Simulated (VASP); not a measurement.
# MgS (Pm-3m) in VASP: a series of runs, part 2 of 2

VASP 6.6.1.

## Step 3: Single point, r2SCAN (volume changed by +6%)

Contents of POSCAR:

```
MgS
1.0
    3.3268104640      0.0000000000      0.0000000000
    0.0000000000      3.3268104640      0.0000000000
    0.0000000000      0.0000000000      3.3268104640
Mg S
1 1
Direct
    0.0000000000      0.0000000000      0.0000000000
    0.5000000000      0.5000000000      0.5000000000
```

Contents of INCAR.step1:

```
PREC = Accurate
ENCUT = 520
ISMEAR = -1
SIGMA = 0.02
LREAL = False
LASPH = True
NELM = 60
NBANDS = 11
GGA = PE
ALGO = Normal
EDIFF = 1E-4
LWAVE = True
LCHARG = False
```

Contents of INCAR.step2:

```
PREC = Accurate
ENCUT = 520
EDIFF = 1E-7
ISMEAR = -1
SIGMA = 0.02
LREAL = False
LASPH = True
NELM = 60
ALGO = Normal
ISIF = 2
LWAVE = False
LCHARG = False
METAGGA = R2SCAN
LMIXTAU = True
NBANDS = 11
ISTART = 1
```

Contents of KPOINTS:

```
regular mesh
0
Gamma
  6 6 6
```

Potentials or basis: VASP PAW PBE potentials, release 64 (Mg, S).

Command:

```sh
$ cat potpaw_PBE.64/Mg/POTCAR potpaw_PBE.64/S/POTCAR > POTCAR
$ cp INCAR.step1 INCAR
$ mpirun -np 1 vasp_std > vasp.out
$ cp INCAR.step2 INCAR
$ mpirun -np 1 vasp_std > vasp.out
```

OUTCAR:

```text
PREC = Accurate
   ENCUT = 520
   EDIFF = 1E-7
   ISMEAR = -1
   LREAL = False
   LASPH = True
   NELM = 60
   ISIF = 2
   METAGGA = R2SCAN
   ISTART = 1

 ion  position               nearest neighbor table
   1  0.000  0.000  0.000-   2 2.88   2 2.88   2 2.88   2 2.88   2 2.88   2 2.88   2 2.88   2 2.88

   2  0.500  0.500  0.500-   1 2.88   1 2.88   1 2.88   1 2.88   1 2.88   1 2.88   1 2.88   1 2.88

  LATTYP: Found a simple cubic cell.
 ALAT       =     3.3268104640

  Lattice vectors:

 A1 = (   3.3268104640,   0.0000000000,   0.0000000000)
 A2 = (   0.0000000000,   3.3268104640,   0.0000000000)
 A3 = (   0.0000000000,   0.0000000000,   3.3268104640)

Analysis of symmetry for initial positions (statically):
=====================================================================
 Subroutine PRICEL returns:
 Original cell was already a primitive cell.

 Routine SETGRP: Setting up the symmetry group for a
 simple cubic supercell.

 Subroutine GETGRP returns: Found 48 space group operations
 (whereof 48 operations were pure point group operations)
 out of a pool of 48 trial point group operations.

The static configuration has the point symmetry O_h .

Analysis of symmetry for dynamics (positions and initial velocities):
=====================================================================
 Subroutine PRICEL returns:
 Original cell was already a primitive cell.

 Routine SETGRP: Setting up the symmetry group for a
 simple cubic supercell.

 Subroutine GETGRP returns: Found 48 space group operations
 (whereof 48 operations were pure point group operations)
 out of a pool of 48 trial point group operations.

The dynamic configuration has the point symmetry O_h .

 Subroutine INISYM returns: Found 48 space group operations
 (whereof 48 operations are pure point group operations),
 and found     1 'primitive' translations

[... 114 lines left out ...]
   METAGGA = R2SCAN    functional components
   LHFCALC =     F    Hartree Fock is set to
   AEXX    =    0.0000 exact exchange contribution
   IVDW    =     0    specifies the selected vdW correction
   LEPSILON=     F    determine dielectric tensor
   LRPA    =     F    only Hartree local field effects (RPA)
 non-spin polarized calculation
  energy-cutoff  :      520.00
  volume of cell :       36.82
 maximum number of plane-waves:      1021
 NGX is ok and might be reduce to    28
   NGX = 13   NGY = 13   NGZ = 13

 number of electron       7.9999998 magnetization

 Free energy of the ion-electron system (eV)
  ---------------------------------------------------
  ext. energy  EPLUGINS =         0.00000000
  ---------------------------------------------------
  free energy    TOTEN  =       -14.05054384 eV

  energy without entropy =      -14.04977620  energy(sigma->0) =      -14.05016002

 E-fermi :   4.9035     XC(G=0): -10.0006

 val. band max:        4.9000863516   @ k =   0.5000   0.5000   0.0000
 cond. band min:       4.9069039062   @ k =   0.5000   0.5000   0.0000
 fundamental gap:      0.0068175545
 Fermi energy:         4.9035052915

 k-point     1 :       0.0000    0.0000    0.0000
  band No.  band energies     occupation
      1      -9.4244      2.00000
      2       3.4737      2.00000
      3       3.4737      2.00000
      4       3.4737      2.00000
      5       6.0121      0.00000
      6       9.8410      0.00000
      7       9.8410      0.00000
      8      17.7188      0.00000
      9      17.7188      0.00000
     10      17.7188      0.00000
     11      18.4975      0.00000
[... 253 lines left out ...]
 k-point    20 :       0.5000    0.5000    0.5000
  band No.  band energies     occupation
      1      -6.5933      2.00000
      2       1.1320      2.00000
      3       1.1320      2.00000
      4       1.1320      2.00000
      5       6.9418      0.00000
      6       6.9418      0.00000
      7       6.9418      0.00000
      8      10.5731      0.00000
      9      21.7952      0.00000
     10      21.7952      0.00000
     11      21.7952      0.00000

------------------------ aborting loop because EDIFF is reached ----------------------------------------

  FORCE on cell =-STRESS in cart. coord.  units (eV):
  Direction    XX          YY          ZZ          XY          YZ          ZX
  --------------------------------------------------------------------------------------
  -------------------------------------------------------------------------------------
  Total       -0.9970719     -0.9970719     -0.9970719     -0.0000000      0.0000000     -0.0000000
  in kB      -43.3863249    -43.3863249    -43.3863249     -0.0000000      0.0000000     -0.0000000
  external PRESSURE =     -43.3863249 kB  Pullay stress =       0.0000000 kB

 VOLUME and BASIS-vectors are now :
 -----------------------------------------------------------------------------
  energy-cutoff  :      520.00
  volume of cell :       36.82
      direct lattice vectors                 reciprocal lattice vectors
     3.326810464  0.000000000  0.000000000     0.300588209  0.000000000  0.000000000
     0.000000000  3.326810464  0.000000000     0.000000000  0.300588209  0.000000000
     0.000000000  0.000000000  3.326810464     0.000000000  0.000000000  0.300588209

 POSITION                                       TOTAL-FORCE (eV/Angst)
 -----------------------------------------------------------------------------------
      0.00000      0.00000      0.00000         0.000000      0.000000      0.000000
      1.66341      1.66341      1.66341         0.000000      0.000000      0.000000
 -----------------------------------------------------------------------------------
    total drift:                               -0.000000      0.000000      0.000000

  FREE ENERGIE OF THE ION-ELECTRON SYSTEM (eV)
  ---------------------------------------------------
  free  energy   TOTEN  =       -14.0505438394 eV

  energy  without entropy=      -14.0497761994  energy(sigma->0) =      -14.05016002
```

OUTCAR.step1:

```text
PREC = Accurate
   ENCUT = 520
   ISMEAR = -1
   LREAL = False
   LASPH = True
[... 495 lines left out ...]
      0.00000      0.00000      0.00000         0.000000      0.000000      0.000000
      1.66341      1.66341      1.66341         0.000000      0.000000      0.000000
 -----------------------------------------------------------------------------------
    total drift:                                0.000000      0.000000      0.000000

  FREE ENERGIE OF THE ION-ELECTRON SYSTEM (eV)
  ---------------------------------------------------
  free  energy   TOTEN  =        -7.2309443440 eV

  energy  without entropy=       -7.2297962414  energy(sigma->0) =       -7.23037029
```

OSZICAR.step1:

```text
N       E                     dE             d eps       ncg     rms          rms(c)
DAV:   1     0.221806409967E+02    0.22181E+02   -0.34098E+03   456   0.582E+02
DAV:   2    -0.626592689168E+01   -0.28447E+02   -0.26527E+02   543   0.990E+01
DAV:   3    -0.790287319539E+01   -0.16369E+01   -0.16327E+01   541   0.243E+01
DAV:   4    -0.791214876662E+01   -0.92756E-02   -0.92747E-02   513   0.226E+00
DAV:   5    -0.791222291339E+01   -0.74147E-04   -0.74146E-04   533   0.203E-01    0.499E+00
DAV:   6    -0.730827105694E+01    0.60395E+00   -0.12848E+00   461   0.417E+00    0.370E+00
DAV:   7    -0.724000157589E+01    0.68269E-01   -0.27986E-01   518   0.214E+00    0.233E+00
DAV:   8    -0.723460608578E+01    0.53955E-02   -0.45559E-02   458   0.105E+00    0.928E-01
DAV:   9    -0.723127880576E+01    0.33273E-02   -0.67947E-03   494   0.344E-01    0.458E-01
DAV:  10    -0.723099237883E+01    0.28643E-03   -0.96084E-04   481   0.143E-01    0.699E-02
DAV:  11    -0.723094434397E+01    0.48035E-04   -0.36537E-04   467   0.739E-02
   1 F= -.72309443E+01 E0= -.72303703E+01  d E =-.114810E-02
```

It took 79 s on 1 thread of Intel Xeon 6975P-C, shared host; peak memory 0.16 GiB.

Results:

* Free energy: -14.0505 eV
* Pressure: -4.3 GPa
* Band gap on the k mesh: 0.01 eV, direct

Caveat: the cell differs from its parent crystal (volume changed by +6%); the PAW data sets were made with another functional, which shifts forces and pressure a little.

## Step 4: Single point, r2SCAN

This run uses another cell than the first one, of 17.37 Å³/atom, 0.971 times its volume.

Contents of POSCAR:

```
MgS
1.0
    3.2628174056      0.0000000000      0.0000000000
    0.0000000000      3.2628174056      0.0000000000
    0.0000000000      0.0000000000      3.2628174056
Mg S
1 1
Direct
    0.0000000000      0.0000000000      0.0000000000
    0.5000000000      0.5000000000      0.5000000000
```

Contents of INCAR.step1:

```
PREC = Accurate ; ENCUT = 520
ISMEAR = -1 ; SIGMA = 0.02
LREAL = False ; LASPH = True
NELM = 100 ; NBANDS = 11
GGA = PE ; ALGO = Normal
EDIFF = 1E-4 ; LWAVE = True
LCHARG = False
```

Contents of INCAR.step2:

```
PREC = Accurate ; ENCUT = 520
EDIFF = 1E-7 ; ISMEAR = -1
SIGMA = 0.02 ; LREAL = False
LASPH = True ; NELM = 100
ALGO = Normal ; ISIF = 2
LWAVE = False ; LCHARG = False
METAGGA = R2SCAN ; LMIXTAU = True
NBANDS = 11 ; ISTART = 1
```

Contents of KPOINTS:

```
Automatic mesh
0
Gamma
  8 8 8
```

Command:

```sh
$ cat potpaw_PBE.64/Mg/POTCAR potpaw_PBE.64/S/POTCAR > POTCAR
$ cp INCAR.step1 INCAR
$ mpirun -np 1 vasp_std > vasp.out
$ cp INCAR.step2 INCAR
$ mpirun -np 1 vasp_std > vasp.out
```

It took 69 s on 1 thread of Intel Xeon 6975P-C, shared host; peak memory 0.15 GiB.

The run converged. Its results:

```
Free energy            : -14.0914 eV
Pressure               : -0.4 GPa
Band gap on the k mesh : 0.13 eV, indirect (least direct gap 0.15 eV)
```

Levels at points of the mesh, in eV from the valence-band top:
| k point | band 1 | band 2 | band 3 | band 4 | band 5 | band 6 | band 7 | band 8 |
| --- | --- | --- | --- | --- | --- | --- | --- | --- |
| (0.00, 0.00, 0.00) | -14.65 | -1.42 | -1.42 | -1.42 | 1.55 | 4.85 | 4.85 | 13.52 |
| (0.50, 0.00, 0.00) | -13.43 | -6.85 | -0.64 | -0.64 | 4.52 | 7.09 | 7.68 | 7.90 |
| (0.50, 0.50, 0.00) | -12.41 | -5.24 | -5.24 | -0.02 | 0.13 | 8.26 | 9.28 | 9.28 |
| (0.50, 0.50, 0.50) | -11.46 | -3.97 | -3.97 | -3.97 | 2.00 | 2.00 | 2.00 | 6.15 |

Caveat: the PAW data sets were made with another functional, which shifts forces and pressure a little. A k mesh can miss the band edges.

## Step 5: Summary

```csv
cell,k mesh,gap on the mesh (eV),pressure (GPa)
"a = 3.295 Å, 2 atoms",6 × 6 × 6,0.06,-2.6
"a = 3.327 Å, 2 atoms",6 × 6 × 6,0.01,-4.3
"a = 3.263 Å, 2 atoms",8 × 8 × 8,0.13,-0.4
```

Alike in all rows: task single point; level r2SCAN; potentials or basis VASP PAW PBE potentials, release 64 (Mg, S); no spin polarisation; cutoff (eV) 520; smearing fermi-dirac 0.02 eV.

Caveats: the PAW data sets were made with another functional, which shifts forces and pressure a little.

Absolute energies hang on the potentials; compare differences alone.
